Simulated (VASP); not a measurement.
The system is Cd6Te.

```
Cd Te
1.0
     6.21166    0.00000    0.00000
    -3.10583    5.37945    0.00000
     0.00000    0.00000    5.63494
Cd Te
6 1
Cartesian
  3.1058 0.0000 0.0000
  -1.5529 2.6897 0.0000
  1.5529 2.6897 0.0000
  0.0000 0.0000 0.0000
  0.0000 3.5863 2.8175
  3.1058 1.7932 2.8175
  0.0000 0.0000 2.8175
```

| Quantity | Value |
| --- | --- |
| Program | VASP 6.6.1 |
| Task | relaxation of cell and atoms |
| Functional | PBE |
| Potentials or basis | VASP PAW PBE potentials, release 64 (Cd, Te) |
| Cutoff | 600 eV |
| k mesh | 6 × 6 × 6 |
| Occupations | gaussian, width 0.1 eV |
| Spin | no spin polarisation |

At the start: pressure -0.4 GPa; volume 26.90 Å³/atom.

**Question.** Where does the relaxation end?

**Answer.** Over 10 steps the energy falls by 22.7 meV/atom and the volume is 26.24 Å³/atom (-2.4 %); space group P6/mmm (No. 191, to 0.05 Å).

Step by step:
| step | energy change (eV) | largest force (eV/Å) | pressure (GPa) | volume (Å³) |
| --- | --- | --- | --- | --- |
| 1 | 0.0000 | 0.0000 | -0.41 | 188.29 |
| 2 | -0.0429 | 0.0000 | -0.38 | 186.40 |
| 3 | -0.1263 | 0.0000 | 0.40 | 180.47 |
| 4 | 0.1814 | 0.0000 | 5.69 | 167.68 |
| 5 | -0.1322 | 0.0000 | 0.69 | 179.31 |
| 6 | -0.1335 | 0.0000 | 1.10 | 177.81 |
| 7 | -0.1583 | 0.0000 | 0.22 | 182.52 |
| 8 | -0.1587 | 0.0000 | 0.08 | 183.44 |
| 9 | -0.1587 | 0.0000 | 0.10 | 183.33 |
| 10 | -0.1589 | 0.0000 | -0.01 | 183.70 |

Final structure:
```yaml
crystal:
  lattice:
    - [5.87540, 0.00000, 0.00000]
    - [-2.93770, 5.08825, 0.00000]
    - [0.00000, 0.00000, 6.14467]
  atoms:
    - { symbol: Cd, position: [0.50000, 0.00000, 0.00000] }
    - { symbol: Cd, position: [0.00000, 0.50000, 0.00000] }
    - { symbol: Cd, position: [0.50000, 0.50000, 0.00000] }
    - { symbol: Cd, position: [0.00000, 0.00000, 0.00000] }
    - { symbol: Cd, position: [0.33333, 0.66667, 0.50000] }
    - { symbol: Cd, position: [0.66667, 0.33333, 0.50000] }
    - { symbol: Te, position: [0.00000, 0.00000, 0.50000] }
```
